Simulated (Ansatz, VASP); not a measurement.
Pt in VASP and in Ansatz

```
Pt
1.0
     2.76067    0.00000    0.00000
    -1.38033    2.39081    0.00000
     0.00000    0.00000    4.79213
Pt
2
Direct
  0.33333 0.66667 0.25000
  0.66667 0.33333 0.75000
```

Alike in both runs: functional HSE06; k mesh 6 × 6 × 3; occupations fermi-dirac, width 0.05 eV; no spin polarisation.

|  | VASP | Ansatz |
| --- | --- | --- |
| version | VASP 6.6.1 | Ansatz 0.2.0 |
| potentials or method | VASP PAW PBE potentials, release 64 (Pt) | Ansatz PAW |
| plane-wave cutoff (eV) | 520 | 420 |
| valence electrons in the cell | 20 | 36 |
| task | single point | projected density of states |

|  | VASP | Ansatz | Ansatz less VASP |
| --- | --- | --- | --- |
| gap on the k mesh at the Fermi level (eV) | none | none | - |
| pressure (GPa) | -10.2 | -10.5 | -0.27 |
| traceless stress, the component that is largest in VASP (GPa) | 1.32 | 1.39 | +0.070 |

A gap of «none» marks a metal or a gap that the smearing closes. VASP's potentials hold 20 valence electrons a cell and Ansatz's 36, so a difference there can come from the potentials and not from the codes.

The k mesh is coarse, so the values compare programs but aren't converged. Spin-orbit coupling is off throughout.
